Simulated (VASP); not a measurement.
# TiCo (R3m) in VASP: notebook

The runs below take TiCo through single point, with PBE.

All numbers are computed with VASP 6.6.1; they aren't measurements. Logs are shortened: lines on timing, memory, paths and dates and some standing lists are left out, and cuts for length are marked.

### 1 The cell of the first run

The structure is trigonal, space group R3m (No. 160). The conventional cell has a = 4.222 Å, b = 4.222 Å, c = 5.171 Å, α = 90.00°, β = 90.00°, γ = 120.00°. Within 3.3 Å of Ti (site symmetry 3m) lie 8 Co at 2.54 to 2.64 Å and 6 Ti at 2.99 Å. Within 3.3 Å of Co (site symmetry 3m) lie 8 Ti at 2.54 to 2.64 Å and 6 Co at 2.99 Å.

### 2 Single point, PBE, collinear spin, ferromagnetic start

Input file INCAR:

```
ALGO = Normal ; EDIFF = 1E-7
ENCUT = 520 ; GGA = PE
ISIF = 2 ; ISMEAR = 0
ISPIN = 2 ; LASPH = True
LCHARG = True ; LELF = True
LMAXMIX = 4 ; LORBIT = 11
LREAL = False ; LVHAR = True
LWAVE = False ; MAGMOM = 0 1.09
NBANDS = 22 ; NELM = 150
PREC = Accurate ; SIGMA = 0.15
```

Input file KPOINTS:

```
k-points
0
Gamma
  20 20 20
```

Input file POSCAR:

```
TiCo
1.0
    2.9855872881      0.0000000000      0.0000000000
    0.0000000000      2.9855872881      0.0000000000
    0.0000000000      0.0000000000      2.9855872881
Ti Co
1 1
Direct
    0.0096689564      0.0096689564      0.0096689564
    0.5000000000      0.5000000000      0.5000000000
```

Potentials or basis: VASP PAW PBE potentials, release 64 (Ti_sv, Co).

Run with:

```sh
$ cat potpaw_PBE.64/Ti_sv/POTCAR potpaw_PBE.64/Co/POTCAR > POTCAR
$ mpirun -np 1 vasp_std > vasp.out
```

OUTCAR:

```text
EDIFF = 1E-7
   ENCUT = 520
   GGA = PE
   ISIF = 2
   ISMEAR = 0
   ISPIN = 2
   LASPH = True
   LORBIT = 11
   LREAL = False
   NELM = 150
   PREC = Accurate

 ion  position               nearest neighbor table
   1  0.010  0.010  0.010-   2 2.54   2 2.57   2 2.57   2 2.57   2 2.60   2 2.60   2 2.60   2 2.64

   2  0.500  0.500  0.500-   1 2.54   1 2.57   1 2.57   1 2.57   1 2.60   1 2.60   1 2.60   1 2.64

  LATTYP: Found a simple cubic cell.
 ALAT       =     2.9855872881

  Lattice vectors:

 A1 = (   2.9855872881,   0.0000000000,   0.0000000000)
 A2 = (   0.0000000000,   2.9855872881,   0.0000000000)
 A3 = (   0.0000000000,   0.0000000000,   2.9855872881)

Analysis of symmetry for initial positions (statically):
=====================================================================
 Subroutine PRICEL returns:
 Original cell was already a primitive cell.

 Routine SETGRP: Setting up the symmetry group for a
 simple cubic supercell.

 Subroutine GETGRP returns: Found  6 space group operations
 (whereof  6 operations were pure point group operations)
 out of a pool of 48 trial point group operations.

The static configuration has the point symmetry C_3v.

Analysis of symmetry for dynamics (positions and initial velocities):
=====================================================================
 Subroutine PRICEL returns:
 Original cell was already a primitive cell.

 Routine SETGRP: Setting up the symmetry group for a
 simple cubic supercell.

 Subroutine GETGRP returns: Found  6 space group operations
 (whereof  6 operations were pure point group operations)
 out of a pool of 48 trial point group operations.

The dynamic configuration has the point symmetry C_3v.

Analysis of structural, dynamic, and magnetic symmetry:
=====================================================================
 Subroutine PRICEL returns:
 Original cell was already a primitive cell.

 Routine SETGRP: Setting up the symmetry group for a
 simple cubic supercell.

 Subroutine GETGRP returns: Found  6 space group operations
 (whereof  6 operations were pure point group operations)
 out of a pool of 48 trial point group operations.

The overall configuration has the point symmetry C_3v.

 Subroutine INISYM returns: Found  6 space group operations
 (whereof  6 operations are pure point group operations),
 and found     1 'primitive' translations

----------------------------------------------------------------------------------------

                                     Primitive cell

  volume of cell :      26.6127

  direct lattice vectors                    reciprocal lattice vectors
     2.985587288  0.000000000  0.000000000     0.334942476  0.000000000  0.000000000
     0.000000000  2.985587288  0.000000000     0.000000000  0.334942476  0.000000000
     0.000000000  0.000000000  2.985587288     0.000000000  0.000000000  0.334942476

  length of vectors
     2.985587288  2.985587288  2.985587288     0.334942476  0.334942476  0.334942476

  position of ions in fractional coordinates (direct lattice)
     0.009668956  0.009668956  0.009668956
     0.500000000  0.500000000  0.500000000

  ion indices of the primitive-cell ions
   primitive index   ion index
                 1           1
                 2           2

----------------------------------------------------------------------------------------

 KPOINTS: k-points

Automatic generation of k-mesh.
 Grid dimensions read from file:
 generate k-points for:   20   20   20

 Generating k-lattice:

  Cartesian coordinates                     Fractional coordinates (reciprocal lattice)
     0.016747124  0.000000000  0.000000000     0.050000000  0.000000000  0.000000000
     0.000000000  0.016747124  0.000000000     0.000000000  0.050000000  0.000000000
     0.000000000  0.000000000  0.016747124     0.000000000  0.000000000  0.050000000

  Length of vectors
     0.016747124  0.016747124  0.016747124

  Shift w.r.t. Gamma in fractional coordinates (k-lattice)
     0.000000000  0.000000000  0.000000000

 Subroutine IBZKPT returns following result:
 ===========================================

 Found    781 irreducible k-points:

 Following reciprocal coordinates:
            Coordinates               Weight
  0.000000  0.000000  0.000000      1.000000
  0.050000  0.000000  0.000000      6.000000
  0.100000  0.000000  0.000000      6.000000
  0.150000  0.000000  0.000000      6.000000
  0.200000  0.000000  0.000000      6.000000
  0.250000  0.000000  0.000000      6.000000
[... 16 lines left out ...]
 -0.050000  0.300000  0.000000     12.000000
  0.350000  0.050000  0.000000     12.000000
 [... further k-points ...]
   k-points           NKPTS =    781   k-points in BZ     NKDIM =    781   number of bands    NBANDS=     22
   number of dos      NEDOS =    301   number of ions     NIONS =      2
   total plane-waves  NPLWV =  13824
   dimension x,y,z NGX =    24 NGY =   24 NGZ =   24
   dimension x,y,z NGXF=    48 NGYF=   48 NGZF=   48
   ions per type =               1   1
   NGX,Y,Z   is equivalent  to a cutoff of  13.36, 13.36, 13.36 a.u.
   NGXF,Y,Z  is equivalent  to a cutoff of  26.73, 26.73, 26.73 a.u.
 SYSTEM =  unknown system
   PREC   = accura    normal or accurate (medium, high low for compatibility)
   ISTART =      0    job   : 0-new  1-cont  2-samecut
   ICHARG =      2    charge: 1-file 2-atom 10-const
   ISPIN  =      2    spin polarized calculation?
   LNONCOLLINEAR =      F non collinear calculations
   LSORBIT =      F    spin-orbit coupling
   LASPH  =      T    aspherical Exc in radial PAW
   ENCUT  =  520.0 eV  38.22 Ry    6.18 a.u.   5.55  5.55  5.55*2*pi/ulx,y,z
   NELM   =    150;   NELMIN=  2; NELMDL= -5     # of ELM steps
   EDIFF  = 0.1E-06   stopping-criterion for ELM
   LREAL  =      F    real-space projection
   EDIFFG = 0.1E-05   stopping-criterion for IOM
   NSW    =      0    number of steps for IOM
   IBRION =     -1    ionic relax: 0-MD 1-quasi-New 2-CG
   NFREE  =      0    steps in history (QN), initial steepest desc. (CG)
   ISIF   =      2    stress and relaxation
   ISYM   =      2    0-nonsym 1-usesym 2-fastsym
   POTIM  = 0.5000    time-step for ionic-motion
   TEBEG  =    0.0;   TEEND  =   0.0 temperature during run
   PSTRESS=    0.0 pullay stress
   NELECT =      21.0000    total number of electrons
   NUPDOWN=      -1.0000    fix difference up-down
   EMIN   =  10.00;   EMAX   =-10.00  energy-range for DOS
   EFERMI =   0.00;   METHOD = LEGACY
   ISMEAR =     0;   SIGMA  =   0.15  broadening in eV -4-tet -1-fermi 0-gaus
   EFERMI_NEDOS =   21; number of points for ismear=-14 and -15
   IALGO  =     38    algorithm
   IMIX   =      4    mixing-type and parameters
     AMIX     =   0.40;   BMIX     =  1.00
     AMIX_MAG =   1.60;   BMIX_MAG =  1.00
  volume/ion in A,a.u.               =      13.31        89.80
  Fermi-wavevector in a.u.,A,eV,Ry     =   1.512812  2.858799 31.138276  2.288599
  Thomas-Fermi vector in A             =   2.622686
   LORBIT       =     11    0 simple, 1 ext, 2 COOP (PROOUT), +10 PAW based schemes
   GGA     = PE    functional components
   LHFCALC =     F    Hartree Fock is set to
   AEXX    =    0.0000 exact exchange contribution
   IVDW    =     0    specifies the selected vdW correction
   LEPSILON=     F    determine dielectric tensor
   LRPA    =     F    only Hartree local field effects (RPA)
 spin polarized calculation
 Gauss-broadening in eV      SIGMA  =   0.15
  energy-cutoff  :      520.00
  volume of cell :       26.61
 maximum number of plane-waves:       739
   NGX = 11   NGY = 11   NGZ = 11

 number of electron      20.9999994 magnetization       0.8433450

 Free energy of the ion-electron system (eV)
  ---------------------------------------------------
  ext. energy  EPLUGINS =         0.00000000
  ---------------------------------------------------
  free energy    TOTEN  =       -15.67903897 eV

  energy without entropy =      -15.65787626  energy(sigma->0) =      -15.66845762

 E-fermi :   9.9334     XC(G=0): -12.5768

 val. band max:        9.9329430999   @ k =  -0.1000   0.3000   0.3500
 cond. band min:       9.9336245304   @ k =  -0.2000   0.3500   0.1000
 fundamental gap:      0.0006814306
 Fermi energy:         9.9334448402

 spin component 1

 k-point     1 :       0.0000    0.0000    0.0000
  band No.  band energies     occupation
      1     -47.2165      1.00000
      2     -23.3093      1.00000
      3     -23.3089      1.00000
      4     -23.3089      1.00000
      5       2.2496      1.00000
      6       5.7663      1.00000
[... 14 lines left out ...]
     21      29.2412      0.00000
     22      30.8973      0.00000

 k-point     2 :       0.0500    0.0000    0.0000
  band No.  band energies     occupation
      1     -47.2157      1.00000
      2     -23.3165      1.00000
      3     -23.3086      1.00000
      4     -23.3083      1.00000
      5       2.2994      1.00000
      6       5.7857      1.00000
[... 542 lines left out ...]
 k-point    24 :       0.3500    0.0500    0.0000
  band No.  band energies     occupation
      1     -47.1906      1.00000
      2     -23.5459      1.00000
      3     -23.2984      1.00000
      4     -23.2908      1.00000
      5       4.4452      1.00000
      6       6.4024      1.00000
[... 14 lines left out ...]
     21      28.0376      0.00000
     22      28.9268      0.00000

 [... further k-points ...]

 spin component 2

 k-point     1 :       0.0000    0.0000    0.0000
  band No.  band energies     occupation
      1     -47.2278      1.00000
      2     -23.3218      1.00000
      3     -23.3210      1.00000
      4     -23.3210      1.00000
      5       2.2405      1.00000
      6       6.4214      1.00000
[... 14 lines left out ...]
     21      29.4007      0.00000
     22      30.7679      0.00000

 k-point     2 :       0.0500    0.0000    0.0000
  band No.  band energies     occupation
      1     -47.2271      1.00000
      2     -23.3288      1.00000
      3     -23.3209      1.00000
      4     -23.3205      1.00000
      5       2.2904      1.00000
      6       6.4444      1.00000
[... 542 lines left out ...]
 k-point    24 :       0.3500    0.0500    0.0000
  band No.  band energies     occupation
      1     -47.2017      1.00000
      2     -23.5605      1.00000
      3     -23.3106      1.00000
      4     -23.3029      1.00000
      5       4.4618      1.00000
      6       6.8926      1.00000
[... 14 lines left out ...]
     21      28.0235      0.00000
     22      28.9168      0.00000

 [... further k-points ...]
[... 5 lines left out ...]
  --------------------------------------------------------------------------------------
  -------------------------------------------------------------------------------------
  Total       -0.0834691     -0.0834691     -0.0834691      0.0045374      0.0045374      0.0045374
  in kB       -5.0251257     -5.0251257     -5.0251257      0.2731671      0.2731671      0.2731671
  external PRESSURE =      -5.0251257 kB  Pullay stress =       0.0000000 kB

 VOLUME and BASIS-vectors are now :
 -----------------------------------------------------------------------------
  energy-cutoff  :      520.00
  volume of cell :       26.61
      direct lattice vectors                 reciprocal lattice vectors
     2.985587288  0.000000000  0.000000000     0.334942476  0.000000000  0.000000000
     0.000000000  2.985587288  0.000000000     0.000000000  0.334942476  0.000000000
     0.000000000  0.000000000  2.985587288     0.000000000  0.000000000  0.334942476

 POSITION                                       TOTAL-FORCE (eV/Angst)
 -----------------------------------------------------------------------------------
      0.02887      0.02887      0.02887        -0.142709     -0.142709     -0.142709
      1.49279      1.49279      1.49279         0.142709      0.142709      0.142709
 -----------------------------------------------------------------------------------
    total drift:                               -0.000020     -0.000020     -0.000020

  FREE ENERGIE OF THE ION-ELECTRON SYSTEM (eV)
  ---------------------------------------------------
  free  energy   TOTEN  =       -15.6790389685 eV

  energy  without entropy=      -15.6578762640  energy(sigma->0) =      -15.66845762

 total charge

# of ion       s       p       d       tot
------------------------------------------
    1        2.248   6.180   1.859  10.287
    2        0.526   0.460   7.304   8.290
--------------------------------------------------
tot          2.773   6.641   9.164  18.578

 magnetization (x)

# of ion       s       p       d       tot
------------------------------------------
    1       -0.002  -0.013  -0.015  -0.030
    2        0.028  -0.005   0.901   0.923
--------------------------------------------------
tot          0.025  -0.018   0.885   0.893
```

It took 24 min on 1 thread of Oxide Virtual Turin-like, shared host; peak memory 0.7 GiB.

Results:

- Free energy: -15.6790 eV
- Pressure: -0.5 GPa
- Largest force: 0.247 eV/Å
- Net moment: 0.84 μB per cell
- Site moments: Ti -0.03; Co +0.92 μB
- Valence electrons inside the program's atomic spheres: Ti 10.29; Co 8.29

Forces in eV/Å, atoms in the order of the input:
```
Ti  -0.143 -0.143 -0.143
Co   0.143  0.143  0.143
```

Caveat: the cell differs from its parent crystal (all Ti atoms moved -0.050 Å, as atom 1 towards its neighbour atom 2 (Co) at 2.586 Å).

### 3 Single point, PBE, collinear spin, ferromagnetic start

Input file INCAR:

```
PREC     = Accurate       # precision mode
ENCUT    = 520            # plane-wave cutoff, eV
EDIFF    = 1E-7           # SCF threshold, eV
ISMEAR   = 0              # smearing method
SIGMA    = 0.15           # smearing width, eV
LREAL    = F              # projectors in reciprocal space
LASPH    = T              # aspherical terms in the spheres
NELM     = 150            # most SCF steps
ALGO     = Normal         # electronic algorithm
ISIF     = 2              # what is computed and relaxed
LWAVE    = F              # write WAVECAR
LCHARG   = F              # write CHGCAR
ISPIN    = 2              # spin polarisation
MAGMOM   = 0 1.09         # initial moments
LORBIT   = 11             # projections on sites
LMAXMIX  = 4              # l up to which the mixer works
GGA      = PE             # functional
NBANDS   = 22             # bands
```

Input file KPOINTS:

```
Automatic mesh
0
Gamma
  20 20 20
```

POSCAR: that of step 2 with these lines changed.

```diff
@@ -8,3 +8,3 @@
 Direct
-    0.0096689564      0.0096689564      0.0096689564
+    0.0193379129      0.0193379129      0.0193379129
     0.5000000000      0.5000000000      0.5000000000
```

Potentials or basis: VASP PAW PBE potentials, release 64 (Ti_sv, Co).

Run with:

```sh
$ cat potpaw_PBE.64/Ti_sv/POTCAR potpaw_PBE.64/Co/POTCAR > POTCAR
$ mpirun -np 1 vasp_std > vasp.out
```

Run time: 24 min. Hardware: 1 thread of Oxide Virtual Turin-like, shared host; peak memory 0.69 GiB.

The run converged. Its results:

```yaml
Free_energy: -15.6605 eV
Pressure: -0.1 GPa
Largest_force: 0.493 eV/Å
Net_moment: 0.84 μB per cell
Site_moments: Ti -0.03; Co +0.91 μB
Valence_electrons_inside_the_program's_atomic_spheres: Ti 10.29; Co 8.29
```

Forces on the atoms (eV/Å):
```
Ti  -0.285 -0.285 -0.285
Co   0.285  0.285  0.285
```

Stress tensor (GPa, compression positive):
```
-0.15  0.11  0.11
 0.11 -0.15  0.11
 0.11  0.11 -0.15
```

Levels at points of the mesh, in eV from the Fermi level:
Spin up:
```
           k point  band 8  band 9  band 10  band 11  band 12  band 13  band 14  band 15
(0.00, 0.00, 0.00)   -1.89   -1.85    -1.85     0.47     0.47     2.65     2.65     2.68
(0.50, 0.00, 0.00)   -2.03   -1.99    -1.54    -0.62    -0.60     0.69     0.69     2.25
(0.50, 0.50, 0.00)   -2.71   -1.49    -0.78     0.59     0.64     1.18     2.43     2.44
(0.50, 0.50, 0.50)   -2.08   -2.08    -2.07    -1.46    -1.46     3.19     3.19     6.86
```
Spin down:
| k point | band 7 | band 8 | band 9 | band 10 | band 11 | band 12 | band 13 | band 14 |
| --- | --- | --- | --- | --- | --- | --- | --- | --- |
| (0.00, 0.00, 0.00) | -3.52 | -1.35 | -1.32 | -1.32 | 1.01 | 1.01 | 2.74 | 2.74 |
| (0.50, 0.00, 0.00) | -1.95 | -1.50 | -1.42 | -0.94 | -0.65 | 0.55 | 0.71 | 0.72 |
| (0.50, 0.50, 0.00) | -2.30 | -2.28 | -0.02 | 0.23 | 0.61 | 0.62 | 1.32 | 2.62 |
| (0.50, 0.50, 0.50) | -2.33 | -2.07 | -2.07 | -2.04 | 0.01 | 0.01 | 3.13 | 3.13 |

Caveat: the cell differs from its parent crystal (all Ti atoms moved -0.100 Å, as atom 1 towards its neighbour atom 2 (Co) at 2.586 Å).
